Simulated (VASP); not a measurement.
# H4C in VASP: notebook

H4C is run at these levels: PBE+D3(BJ); tasks: single point.

Everything below comes from runs of VASP 6.6.1. Logs are shortened: lines on timing, memory, paths and dates and some standing lists are left out, and cuts for length are marked.

## Step 1: The cell of the first run

The cell holds an amorphous packing of atoms, 30 atoms: a = 7.891 Å, b = 7.891 Å, c = 7.891 Å, α = 90.00°, β = 90.00°, γ = 90.00°.

## Step 2: Single point, PBE+D3(BJ)

Input file INCAR:

```
PREC = Accurate
ENCUT = 520
EDIFF = 1E-6
ISMEAR = -1
SIGMA = 0.02
LREAL = Auto
LASPH = T
NELM = 60
ALGO = Normal
ISIF = 2
LWAVE = F
LCHARG = F
GGA = PE
IVDW = 12
NBANDS = 45
```

Input file KPOINTS:

```
regular mesh
0
Gamma
  1 1 1
```

Input file POSCAR:

```
H4C
1.0
    7.8912360000      0.0000000000      0.0000000000
    0.0000000000      7.8912360000      0.0000000000
    0.0000000000      0.0000000000      7.8912360000
C H
6 24
Direct
    0.3934111209      0.3233840681      0.4278417221
    0.1353780320      0.7972388609      0.7983286775
    0.5972828591      0.7970867935      1.0229829649
    0.0496373445      0.3909146805      0.0333788015
    0.7362218035      0.6044173562      0.7020066312
    1.0230843432      1.0304976305      0.2869132288
    0.3598802520      0.1979030915      0.3693844665
    0.3817399454      0.4279937896      0.3477655465
    0.5256210814      0.3452057447      0.4775551004
    0.2683610020      0.3333064681      0.5108832127
    0.1734835962      0.8816996476      0.8950182202
    0.1489880673      0.6914252723      0.8826880859
    0.2532176202      0.8011672696      0.7143747824
    0.0132805558      0.8198969084      0.7749102929
    0.7159841627      0.7289732559      0.9920372423
    0.6145044959      0.9436291096      1.0564124555
    0.5360377006      0.7421017443      1.1236516054
    0.4948274263      0.7602357856      0.9236195699
   -0.0279423908      0.3875818693      0.1561985980
    0.1859277811      0.3979858162      0.0367749742
   -0.0091747351      0.4930152894     -0.0108348046
    0.0187803279      0.2749125739     -0.0702678262
    0.8479153329      0.5372922569      0.7187213765
    0.7175555262      0.6369217699      0.5724958676
    0.7280228344      0.7325214960      0.7965925743
    0.6217657158      0.5376344086      0.7205588580
    1.0891449704      1.0591750139      0.1550834369
    1.1051880846      0.9038888205      0.3535567812
    0.8892523301      1.0252766487      0.2508605749
    1.0568559856      1.1591593510      0.3255383567
```

Potentials or basis: VASP PAW PBE potentials, release 64 (C, H).

The run is started by

```
cat potpaw_PBE.64/C/POTCAR potpaw_PBE.64/H/POTCAR > POTCAR
mpirun -np 1 vasp_gam > vasp.out
```

OUTCAR:

```text
PREC = Accurate
   ENCUT = 520
   EDIFF = 1E-6
   ISMEAR = -1
   LREAL = Auto
   LASPH = T
   NELM = 60
   ISIF = 2
   GGA = PE
   IVDW = 12
 IVDW          = 12

 ion  position               nearest neighbor table
   1  0.393  0.323  0.428-   8 1.04   7 1.12   9 1.13  10 1.19
   2  0.135  0.797  0.798-  14 1.00  11 1.06  12 1.07  13 1.14
   3  0.597  0.797  0.023-  17 1.03  15 1.11  18 1.16  16 1.19
   4  0.050  0.391  0.033-  21 0.99  20 1.08  19 1.15  22 1.25
   5  0.736  0.604  0.702-  23 1.04  26 1.06  24 1.06  25 1.26
   6  0.023  0.030  0.287-  30 1.09  29 1.09  27 1.19  28 1.30
   7  0.360  0.198  0.369-   1 1.12
   8  0.382  0.428  0.348-   1 1.04
   9  0.526  0.345  0.478-   1 1.13
  10  0.268  0.333  0.511-   1 1.19
  11  0.173  0.882  0.895-   2 1.06
  12  0.149  0.691  0.883-   2 1.07
[... 16 lines left out ...]
  29  0.889  0.025  0.251-   6 1.09
  30  0.057  0.159  0.326-   6 1.09

  LATTYP: Found a simple cubic cell.
 ALAT       =     7.8912360000

  Lattice vectors:

 A1 = (   7.8912360000,   0.0000000000,   0.0000000000)
 A2 = (   0.0000000000,   7.8912360000,   0.0000000000)
 A3 = (   0.0000000000,   0.0000000000,   7.8912360000)

Analysis of symmetry for initial positions (statically):
=====================================================================
 Subroutine PRICEL returns:
 Original cell was already a primitive cell.

 Routine SETGRP: Setting up the symmetry group for a
 simple cubic supercell.

 Subroutine GETGRP returns: Found  1 space group operations
 (whereof  1 operations were pure point group operations)
 out of a pool of 48 trial point group operations.

The static configuration has the point symmetry C_1 .

Analysis of symmetry for dynamics (positions and initial velocities):
=====================================================================
 Subroutine PRICEL returns:
 Original cell was already a primitive cell.

 Routine SETGRP: Setting up the symmetry group for a
 simple cubic supercell.

 Subroutine GETGRP returns: Found  1 space group operations
 (whereof  1 operations were pure point group operations)
 out of a pool of 48 trial point group operations.

The dynamic configuration has the point symmetry C_1 .

 Subroutine INISYM returns: Found  1 space group operations
 (whereof  1 operations are pure point group operations),
 and found     1 'primitive' translations

----------------------------------------------------------------------------------------

                                     Primitive cell

  volume of cell :     491.3999

  direct lattice vectors                    reciprocal lattice vectors
     7.891236000  0.000000000  0.000000000     0.126722861  0.000000000  0.000000000
     0.000000000  7.891236000  0.000000000     0.000000000  0.126722861  0.000000000
     0.000000000  0.000000000  7.891236000     0.000000000  0.000000000  0.126722861

  length of vectors
     7.891236000  7.891236000  7.891236000     0.126722861  0.126722861  0.126722861

  position of ions in fractional coordinates (direct lattice)
     0.393411121  0.323384068  0.427841722
     0.135378032  0.797238861  0.798328678
     0.597282859  0.797086794  0.022982965
     0.049637344  0.390914681  0.033378801
     0.736221804  0.604417356  0.702006631
     0.023084343  0.030497631  0.286913229
[... 22 lines left out ...]
     0.889252330  0.025276649  0.250860575
     0.056855986  0.159159351  0.325538357

  ion indices of the primitive-cell ions
   primitive index   ion index
                 1           1
                 2           2
                 3           3
                 4           4
                 5           5
                 6           6
[... 22 lines left out ...]
                29          29
                30          30

----------------------------------------------------------------------------------------

 KPOINTS: regular mesh

Automatic generation of k-mesh.
 Grid dimensions read from file:
 generate k-points for:    1    1    1

 Generating k-lattice:

  Cartesian coordinates                     Fractional coordinates (reciprocal lattice)
     0.126722861  0.000000000  0.000000000     1.000000000  0.000000000  0.000000000
     0.000000000  0.126722861  0.000000000     0.000000000  1.000000000  0.000000000
     0.000000000  0.000000000  0.126722861     0.000000000  0.000000000  1.000000000

  Length of vectors
     0.126722861  0.126722861  0.126722861

  Shift w.r.t. Gamma in fractional coordinates (k-lattice)
     0.000000000  0.000000000  0.000000000

 Subroutine IBZKPT returns following result:
 ===========================================

 Found      1 irreducible k-points:

 Following reciprocal coordinates:
            Coordinates               Weight
  0.000000  0.000000  0.000000      1.000000
   k-points           NKPTS =      1   k-points in BZ     NKDIM =      1   number of bands    NBANDS=     45
   number of dos      NEDOS =    301   number of ions     NIONS =     30
   total plane-waves  NPLWV = 216000
   dimension x,y,z NGX =    60 NGY =   60 NGZ =   60
   dimension x,y,z NGXF=   120 NGYF=  120 NGZF=  120
   ions per type =               6  24
   NGX,Y,Z   is equivalent  to a cutoff of  12.64, 12.64, 12.64 a.u.
   NGXF,Y,Z  is equivalent  to a cutoff of  25.28, 25.28, 25.28 a.u.
 SYSTEM =  unknown system
   PREC   = accura    normal or accurate (medium, high low for compatibility)
   ISTART =      0    job   : 0-new  1-cont  2-samecut
   ICHARG =      2    charge: 1-file 2-atom 10-const
   ISPIN  =      1    spin polarized calculation?
   LNONCOLLINEAR =      F non collinear calculations
   LSORBIT =      F    spin-orbit coupling
   LASPH  =      T    aspherical Exc in radial PAW
   ENCUT  =  520.0 eV  38.22 Ry    6.18 a.u.  14.67 14.67 14.67*2*pi/ulx,y,z
   NELM   =     60;   NELMIN=  2; NELMDL= -5     # of ELM steps
   EDIFF  = 0.1E-05   stopping-criterion for ELM
   LREAL  =      T    real-space projection
   EDIFFG = 0.1E-04   stopping-criterion for IOM
   NSW    =      0    number of steps for IOM
   IBRION =     -1    ionic relax: 0-MD 1-quasi-New 2-CG
   NFREE  =      0    steps in history (QN), initial steepest desc. (CG)
   ISIF   =      2    stress and relaxation
   ISYM   =      2    0-nonsym 1-usesym 2-fastsym
   POTIM  = 0.5000    time-step for ionic-motion
   TEBEG  =    0.0;   TEEND  =   0.0 temperature during run
   PSTRESS=    0.0 pullay stress
   NELECT =      48.0000    total number of electrons
   NUPDOWN=      -1.0000    fix difference up-down
   EMIN   =  10.00;   EMAX   =-10.00  energy-range for DOS
   EFERMI =   0.00;   METHOD = LEGACY
   ISMEAR =    -1;   SIGMA  =   0.02  broadening in eV -4-tet -1-fermi 0-gaus
   EFERMI_NEDOS =   21; number of points for ismear=-14 and -15
   IALGO  =     38    algorithm
   IMIX   =      4    mixing-type and parameters
     AMIX     =   0.40;   BMIX     =  1.00
     AMIX_MAG =   1.60;   BMIX_MAG =  1.00
  volume/ion in A,a.u.               =      16.38       110.54
  Fermi-wavevector in a.u.,A,eV,Ry     =   0.753952  1.424762  7.734140  0.568443
  Thomas-Fermi vector in A             =   1.851508
   LORBIT       =      0    0 simple, 1 ext, 2 COOP (PROOUT), +10 PAW based schemes
   GGA     = PE    functional components
   LHFCALC =     F    Hartree Fock is set to
   AEXX    =    0.0000 exact exchange contribution
   IVDW    =    12    specifies the selected vdW correction
   LEPSILON=     F    determine dielectric tensor
   LRPA    =     F    only Hartree local field effects (RPA)
 non-spin polarized calculation
  energy-cutoff  :      520.00
  volume of cell :      491.40
 maximum number of plane-waves:      6603
 NGX is ok and might be reduce to    60
   NGX = 29   NGY = 29   NGZ = 29

 number of electron      48.0000001 magnetization

 Free energy of the ion-electron system (eV)
  ---------------------------------------------------
  ext. energy  EPLUGINS =         0.00000000
  ---------------------------------------------------
  free energy    TOTEN  =      -139.80082505 eV

  energy without entropy =     -139.80082505  energy(sigma->0) =     -139.80082505

 E-fermi :  -5.8359     XC(G=0):  -4.7360

 val. band max:       -6.3500721338   @ k =   0.0000   0.0000   0.0000
 cond. band min:      -0.1635017489   @ k =   0.0000   0.0000   0.0000
 fundamental gap:      6.1865703849
 Fermi energy:        -5.8358987782

 k-point     1 :       0.0000    0.0000    0.0000
  band No.  band energies     occupation
      1     -15.9057      2.00000
      2     -15.6948      2.00000
      3     -15.5818      2.00000
      4     -15.3797      2.00000
      5     -15.2414      2.00000
      6     -15.0551      2.00000
[... 28 lines left out ...]
     35       3.3828      0.00000
     36       3.4505      0.00000
 [bands above 36 left out]

------------------------ aborting loop because EDIFF is reached ----------------------------------------

 Edisp (eV)   -0.61968

 E8    (eV) :    -0.1296

  FORCE on cell =-STRESS in cart. coord.  units (eV):
  Direction    XX          YY          ZZ          XY          YZ          ZX
  --------------------------------------------------------------------------------------
  -------------------------------------------------------------------------------------
  Total      -2.81782    -3.50824     1.96332    -1.60249    -7.39718     1.31316
  in kB      -9.18732   -11.43839     6.40128    -5.22482   -24.11803     4.28148
  external pressure =       -4.74 kB  Pullay stress =        0.00 kB

 VOLUME and BASIS-vectors are now :
 -----------------------------------------------------------------------------
  energy-cutoff  :      520.00
  volume of cell :      491.40
      direct lattice vectors                 reciprocal lattice vectors
     7.891236000  0.000000000  0.000000000     0.126722861  0.000000000  0.000000000
     0.000000000  7.891236000  0.000000000     0.000000000  0.126722861  0.000000000
     0.000000000  0.000000000  7.891236000     0.000000000  0.000000000  0.126722861

 POSITION                                       TOTAL-FORCE (eV/Angst)
 -----------------------------------------------------------------------------------
      3.10450      2.55190      3.37620        -1.770727     -1.287284      1.693569
      1.06830      6.29120      6.29980         5.477174     -0.806662      1.127205
      4.71330      6.29000      0.18136        -0.411884      2.041550     -1.809933
      0.39170      3.08480      0.26340        -0.768530     -5.141062      0.107066
      5.80970      4.76960      5.53970        -1.314175      4.049489      1.496132
      0.18216      0.24066      2.26410         3.316675     -1.182525     -1.938399
[... 22 lines left out ...]
      7.01730      0.19946      1.97960        -0.040061     -0.613597      0.609780
      0.44866      1.25596      2.56890        -0.195443     -0.185743      1.440719
 -----------------------------------------------------------------------------------
    total drift:                                0.006256     -0.007095     -0.006825

  FREE ENERGIE OF THE ION-ELECTRON SYSTEM (eV)
  ---------------------------------------------------
  free  energy   TOTEN  =      -140.4205006303 eV

  energy  without entropy=     -140.4205006303  energy(sigma->0) =     -140.42050063
```

Run time: 1.7 min. Hardware: 1 thread of Intel Xeon 6975P-C, shared host; peak memory 0.43 GiB.

Results:

```yaml
Free_energy: -140.4205 eV
Pressure: -0.5 GPa
Largest_force: 5.650 eV/Å
Band_gap_on_the_k_mesh: 6.19 eV
Dispersion_energy_per_atom: -0.021 eV
```

Forces on the atoms (eV/Å):
```
C   -1.771 -1.287  1.694
C    5.477 -0.807  1.127
C   -0.412  2.042 -1.810
C   -0.769 -5.141  0.107
C   -1.314  4.049  1.496
C    3.317 -1.183 -1.938
H    1.091  0.774 -0.180
H   -0.499  1.187 -1.886
H   -1.179 -0.906  0.516
H    2.383  0.246 -0.150
H    0.247  1.891  0.944
H   -0.170 -1.452 -0.191
H   -1.854 -0.153 -0.109
H   -3.573  0.661 -1.869
H   -0.435  0.533  0.624
H   -0.307 -2.342 -1.012
H   -0.724 -1.141  2.807
H    1.476  1.233  0.550
H    1.356 -1.045 -0.709
H    0.392  0.275  0.572
H   -1.321  3.820 -2.368
H    0.291  2.117  2.416
H    1.655 -1.196  0.421
H    0.483  0.826 -1.237
H    0.490 -2.866 -2.820
H   -0.996 -1.178  0.998
H   -0.759 -1.270  1.278
H   -2.342  3.113 -1.319
H   -0.040 -0.614  0.610
H   -0.195 -0.186  1.441
```

Levels at points of the mesh, in eV from the valence-band top:
| k point | band 22 | band 23 | band 24 | band 25 | band 26 | band 27 |
| --- | --- | --- | --- | --- | --- | --- |
| (0.00, 0.00, 0.00) | -0.36 | -0.06 | 0.00 | 6.19 | 8.04 | 8.11 |

Caveat: the k points lie up to 0.80 Å⁻¹ apart.

(Continued in part 2 of 2.)
